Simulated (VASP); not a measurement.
# C (Imma) in VASP: a series of runs

C is run at these levels: PBE; tasks: single point, relaxation of cell and atoms.

All numbers are computed with VASP 6.6.1; they aren't measurements. Logs are shortened: lines on timing, memory, paths and dates and some standing lists are left out, and cuts for length are marked.

### 1 The cell of the first run

The structure is orthorhombic, space group Imma (No. 74). The conventional cell has a = 2.547 Å, b = 4.940 Å, c = 4.204 Å, α = 90.00°, β = 90.00°, γ = 90.00°. Within 2.0 Å of C (site symmetry m) lie 4 C at 1.50 to 1.61 Å.

The cell was built from a structure type or drawn by symmetry, and may not be a known phase.

### 2 Single point, PBE

Input file INCAR:

```
SYSTEM = C
PREC = Accurate ; ENCUT = 520
EDIFF = 1E-6 ; ISMEAR = 0
SIGMA = 0.02 ; LREAL = .False.
LASPH = .True. ; NELM = 80
ALGO = Normal ; ISIF = 2
LWAVE = .False. ; LCHARG = .True.
GGA = PE ; LELF = .True.
LVHAR = .True. ; NBANDS = 16
```

Input file KPOINTS:

```
Automatic mesh
0
Gamma
  10 10 10
  0 0 0
```

Input file POSCAR:

```
C
1.0
   -1.2736718313      2.4699981449      2.1018602162
    1.2736718313     -2.4699981449      2.1018602162
    1.2736718313      2.4699981449     -2.1018602162
C
4
Direct
    0.2670365506      0.3541646658      0.9128718848
    0.7329634494      0.6458353342      0.0871281152
    0.0587072190      0.6458353342      0.4128718848
    0.9412927810      0.3541646658      0.5871281152
```

Potentials or basis: VASP PAW PBE potentials, release 64 (C).

Run with:

```bash
$ cat potpaw_PBE.64/C/POTCAR > POTCAR
$ mpirun -np 1 vasp_std > vasp.out
```

OUTCAR:

```text
SYSTEM = C
   PREC = Accurate
   ENCUT = 520
   EDIFF = 1E-6
   ISMEAR = 0
   LREAL = .False.
   LASPH = .True.
   NELM = 80
   ISIF = 2
   GGA = PE

 ion  position               nearest neighbor table
   1  0.267  0.354  0.913-   2 1.50   3 1.55   3 1.55   4 1.61
   2  0.733  0.646  0.087-   1 1.50   4 1.55   4 1.55   3 1.61
   3  0.059  0.646  0.413-   4 1.50   1 1.55   1 1.55   2 1.61
   4  0.941  0.354  0.587-   3 1.50   2 1.55   2 1.55   1 1.61

  LATTYP: Found a body centered orthorhombic cell.
 ALAT       =     2.5473436626
 B/A-ratio  =     1.6502368699
 C/A-ratio  =     1.9392735901

  Lattice vectors:

 A1 = (   1.2736718313,  -2.4699981449,  -2.1018602162)
 A2 = (  -1.2736718313,  -2.4699981449,   2.1018602162)
 A3 = (  -1.2736718313,   2.4699981449,  -2.1018602162)

Analysis of symmetry for initial positions (statically):
=====================================================================
 Subroutine PRICEL returns:
 Original cell was already a primitive cell.

 Routine SETGRP: Setting up the symmetry group for a
 body centered orthorhombic supercell.

 Subroutine GETGRP returns: Found  8 space group operations
 (whereof  4 operations were pure point group operations)
 out of a pool of  8 trial point group operations.

The static configuration has the point symmetry C_2h.
 The point group associated with its full space group is D_2h.

Analysis of symmetry for dynamics (positions and initial velocities):
=====================================================================
 Subroutine PRICEL returns:
 Original cell was already a primitive cell.

 Routine SETGRP: Setting up the symmetry group for a
 body centered orthorhombic supercell.

 Subroutine GETGRP returns: Found  8 space group operations
 (whereof  4 operations were pure point group operations)
 out of a pool of  8 trial point group operations.

The dynamic configuration has the point symmetry C_2h.
 The point group associated with its full space group is D_2h.

 Subroutine INISYM returns: Found  8 space group operations
 (whereof  4 operations are pure point group operations),
 and found     1 'primitive' translations

----------------------------------------------------------------------------------------

                                     Primitive cell

  volume of cell :      26.4495

  direct lattice vectors                    reciprocal lattice vectors
    -1.273671831  2.469998145  2.101860216     0.000000000  0.202429302  0.237884516
     1.273671831 -2.469998145  2.101860216     0.392565799  0.000000000  0.237884516
     1.273671831  2.469998145 -2.101860216     0.392565799  0.202429302  0.000000000

  length of vectors
     3.484386192  3.484386192  3.484386192     0.312356631  0.459017374  0.441684875

  position of ions in fractional coordinates (direct lattice)
     0.267036551  0.354164666  0.912871885
     0.732963449  0.645835334  0.087128115
     0.058707219  0.645835334  0.412871885
     0.941292781  0.354164666  0.587128115

  ion indices of the primitive-cell ions
   primitive index   ion index
                 1           1
                 2           2
                 3           3
                 4           4

----------------------------------------------------------------------------------------

 KPOINTS: Automatic mesh

Automatic generation of k-mesh.
 Grid dimensions read from file:
 generate k-points for:   10   10   10

 Generating k-lattice:

  Cartesian coordinates                     Fractional coordinates (reciprocal lattice)
     0.000000000  0.020242930  0.023788452     0.100000000  0.000000000  0.000000000
     0.039256580  0.000000000  0.023788452     0.000000000  0.100000000  0.000000000
     0.039256580  0.020242930  0.000000000     0.000000000  0.000000000  0.100000000

  Length of vectors
     0.031235663  0.045901737  0.044168487

  Shift w.r.t. Gamma in fractional coordinates (k-lattice)
     0.000000000  0.000000000  0.000000000

 Subroutine IBZKPT returns following result:
 ===========================================

 Found    171 irreducible k-points:

 Following reciprocal coordinates:
            Coordinates               Weight
  0.000000  0.000000  0.000000      1.000000
  0.100000  0.000000  0.000000      4.000000
  0.200000  0.000000  0.000000      4.000000
  0.300000  0.000000  0.000000      4.000000
  0.400000  0.000000 -0.000000      4.000000
  0.500000  0.000000 -0.000000      2.000000
[... 16 lines left out ...]
 -0.400000  0.200000  0.000000      8.000000
 -0.300000  0.200000  0.000000      8.000000
 [... further k-points ...]
   k-points           NKPTS =    171   k-points in BZ     NKDIM =    171   number of bands    NBANDS=     16
   number of dos      NEDOS =    301   number of ions     NIONS =      4
   total plane-waves  NPLWV =  21952
   dimension x,y,z NGX =    28 NGY =   28 NGZ =   28
   dimension x,y,z NGXF=    56 NGYF=   56 NGZF=   56
   ions per type =               4
   NGX,Y,Z   is equivalent  to a cutoff of  13.36, 13.36, 13.36 a.u.
   NGXF,Y,Z  is equivalent  to a cutoff of  26.72, 26.72, 26.72 a.u.
 SYSTEM =  C
   PREC   = accura    normal or accurate (medium, high low for compatibility)
   ISTART =      0    job   : 0-new  1-cont  2-samecut
   ICHARG =      2    charge: 1-file 2-atom 10-const
   ISPIN  =      1    spin polarized calculation?
   LNONCOLLINEAR =      F non collinear calculations
   LSORBIT =      F    spin-orbit coupling
   LASPH  =      T    aspherical Exc in radial PAW
   ENCUT  =  520.0 eV  38.22 Ry    6.18 a.u.   6.48  6.48  6.48*2*pi/ulx,y,z
   NELM   =     80;   NELMIN=  2; NELMDL= -5     # of ELM steps
   EDIFF  = 0.1E-05   stopping-criterion for ELM
   LREAL  =      F    real-space projection
   EDIFFG = 0.1E-04   stopping-criterion for IOM
   NSW    =      0    number of steps for IOM
   IBRION =     -1    ionic relax: 0-MD 1-quasi-New 2-CG
   NFREE  =      0    steps in history (QN), initial steepest desc. (CG)
   ISIF   =      2    stress and relaxation
   ISYM   =      2    0-nonsym 1-usesym 2-fastsym
   POTIM  = 0.5000    time-step for ionic-motion
   TEBEG  =    0.0;   TEEND  =   0.0 temperature during run
   PSTRESS=    0.0 pullay stress
   NELECT =      16.0000    total number of electrons
   NUPDOWN=      -1.0000    fix difference up-down
   EMIN   =  10.00;   EMAX   =-10.00  energy-range for DOS
   EFERMI =   0.00;   METHOD = LEGACY
   ISMEAR =     0;   SIGMA  =   0.02  broadening in eV -4-tet -1-fermi 0-gaus
   EFERMI_NEDOS =   21; number of points for ismear=-14 and -15
   IALGO  =     38    algorithm
   IMIX   =      4    mixing-type and parameters
     AMIX     =   0.40;   BMIX     =  1.00
     AMIX_MAG =   1.60;   BMIX_MAG =  1.00
  volume/ion in A,a.u.               =       6.61        44.62
  Fermi-wavevector in a.u.,A,eV,Ry     =   1.384551  2.616421 26.082101  1.916980
  Thomas-Fermi vector in A             =   2.509044
   LORBIT       =      0    0 simple, 1 ext, 2 COOP (PROOUT), +10 PAW based schemes
   GGA     = PE    functional components
   LHFCALC =     F    Hartree Fock is set to
   AEXX    =    0.0000 exact exchange contribution
   IVDW    =     0    specifies the selected vdW correction
   LEPSILON=     F    determine dielectric tensor
   LRPA    =     F    only Hartree local field effects (RPA)
 non-spin polarized calculation
 Gauss-broadening in eV      SIGMA  =   0.02
  energy-cutoff  :      520.00
  volume of cell :       26.45
 maximum number of plane-waves:       732
 NGX is ok and might be reduce to    28
   NGX = 13   NGY = 13   NGZ = 13

 number of electron      16.0000001 magnetization

 Free energy of the ion-electron system (eV)
  ---------------------------------------------------
  ext. energy  EPLUGINS =         0.00000000
  ---------------------------------------------------
  free energy    TOTEN  =       -34.92470171 eV

  energy without entropy =      -34.92470171  energy(sigma->0) =      -34.92470171

 E-fermi :   8.0900     XC(G=0): -12.0999

 val. band max:        8.0067773391   @ k =   0.5000   0.5000   0.5000
 cond. band min:      10.7180113744   @ k =   0.0000   0.0000   0.0000
 fundamental gap:      2.7112340352
 Fermi energy:         8.0899792800

 k-point     1 :       0.0000    0.0000    0.0000
  band No.  band energies     occupation
      1     -13.1541      2.00000
      2      -3.0079      2.00000
      3      -2.5481      2.00000
      4      -1.4952      2.00000
      5       1.2082      2.00000
      6       4.0742      2.00000
[... 8 lines left out ...]
     15      24.2830      0.00000
     16      24.8282      0.00000

 k-point     2 :       0.1000    0.0000    0.0000
  band No.  band energies     occupation
      1     -13.0634      2.00000
      2      -4.1016      2.00000
      3      -1.9953      2.00000
      4      -1.3310      2.00000
      5       1.7557      2.00000
      6       3.7303      2.00000
[... 8 lines left out ...]
     15      23.9548      0.00000
     16      24.4117      0.00000

 k-point     3 :       0.2000    0.0000    0.0000
  band No.  band energies     occupation
      1     -12.8010      2.00000
      2      -5.5066      2.00000
      3      -1.9303      2.00000
      4      -0.7680      2.00000
      5       2.9693      2.00000
      6       3.2699      2.00000
[... 8 lines left out ...]
     15      23.0369      0.00000
     16      23.2390      0.00000

 k-point     4 :       0.3000    0.0000    0.0000
  band No.  band energies     occupation
      1     -12.4056      2.00000
      2      -6.7989      2.00000
      3      -1.9635      2.00000
      4      -0.1645      2.00000
      5       2.8961      2.00000
      6       3.9916      2.00000
[... 8 lines left out ...]
     15      21.7154      0.00000
     16      22.2041      0.00000
[... 324 lines left out ...]
 k-point    22 :       0.5000    0.2000   -0.0000
  band No.  band energies     occupation
      1     -11.2364      2.00000
      2      -6.9938      2.00000
      3      -2.4121      2.00000
      4      -0.7009      2.00000
      5       1.4991      2.00000
      6       2.5074      2.00000
[... 8 lines left out ...]
     15      21.1605      0.00000
     16      22.8877      0.00000

 k-point    23 :      -0.4000    0.2000    0.0000
  band No.  band energies     occupation
      1     -11.6634      2.00000
      2      -5.9603      2.00000
      3      -2.4919      2.00000
      4      -0.5194      2.00000
      5       1.0051      2.00000
      6       2.8670      2.00000
[... 8 lines left out ...]
     15      21.3571      0.00000
     16      23.6884      0.00000

 k-point    24 :      -0.3000    0.2000    0.0000
  band No.  band energies     occupation
      1     -12.0428      2.00000
      2      -4.6495      2.00000
      3      -2.6916      2.00000
      4      -0.2373      2.00000
      5       0.6042      2.00000
      6       2.6938      2.00000
[... 8 lines left out ...]
     15      21.4783      0.00000
     16      24.6705      0.00000

 [... further k-points ...]
[... 5 lines left out ...]
  --------------------------------------------------------------------------------------
  -------------------------------------------------------------------------------------
  Total        0.0943468      0.0824920      0.0754916      0.0000000     -0.0000000      0.0000000
  in kB        5.7150479      4.9969440      4.5728973      0.0000000     -0.0000000      0.0000000
  external PRESSURE =       5.0949630 kB  Pullay stress =       0.0000000 kB

 VOLUME and BASIS-vectors are now :
 -----------------------------------------------------------------------------
  energy-cutoff  :      520.00
  volume of cell :       26.45
      direct lattice vectors                 reciprocal lattice vectors
    -1.273671831  2.469998145  2.101860216     0.000000000  0.202429302  0.237884516
     1.273671831 -2.469998145  2.101860216     0.392565799  0.000000000  0.237884516
     1.273671831  2.469998145 -2.101860216     0.392565799  0.202429302  0.000000000

 POSITION                                       TOTAL-FORCE (eV/Angst)
 -----------------------------------------------------------------------------------
      1.27367      2.03959     -0.61305        -0.000000      0.012255      0.014386
      0.00000      0.43041      2.71491         0.000000     -0.012255     -0.014386
      1.27367     -0.43041      0.61305         0.000000      0.012255     -0.014386
      0.00000      2.90041      1.48881        -0.000000     -0.012255      0.014386
 -----------------------------------------------------------------------------------
    total drift:                                0.000000      0.000000     -0.000000

  FREE ENERGIE OF THE ION-ELECTRON SYSTEM (eV)
  ---------------------------------------------------
  free  energy   TOTEN  =       -34.9247017132 eV

  energy  without entropy=      -34.9247017132  energy(sigma->0) =      -34.92470171
```

Wall time 1.9 min (1 thread of Intel Xeon 8259CL, shared host); peak memory 0.19 GiB.

What came out:

```yaml
Free_energy: -34.9247 eV
Pressure: 0.5 GPa
Largest_force: 0.019 eV/Å
Band_gap_on_the_k_mesh: 2.71 eV (least direct gap 3.95 eV)
```

Forces on the atoms (eV/Å):
```
C    0.000  0.012  0.014
C    0.000 -0.012 -0.014
C    0.000  0.012 -0.014
C    0.000 -0.012  0.014
```

Levels at points of the mesh, in eV from the valence-band top:
```
           k point  band 4  band 5  band 6  band 7  band 8  band 9  band 10  band 11  band 12  band 13
(0.00, 0.00, 0.00)   -9.50   -6.80   -3.93   -3.45   -1.24    2.71     4.44     5.27     7.97     9.17
(0.50, 0.00, 0.00)   -7.42   -5.43   -4.59   -2.32   -2.25    3.00     5.59     6.85     8.76    11.22
(0.00, 0.50, 0.00)   -9.94   -8.55   -7.52   -3.64   -1.91    5.65     6.10     7.57     8.85     9.52
(0.50, 0.50, 0.00)  -10.39   -7.38   -7.38   -4.44   -4.44    5.48     5.48     8.77     8.77    11.40
(0.50, 0.50, 0.50)   -8.78   -6.62   -1.63   -0.47    0.00    4.65     5.75     7.99     9.12     9.62
```

A k mesh can miss the band edges.

(Part 1 of 2 ends here.)
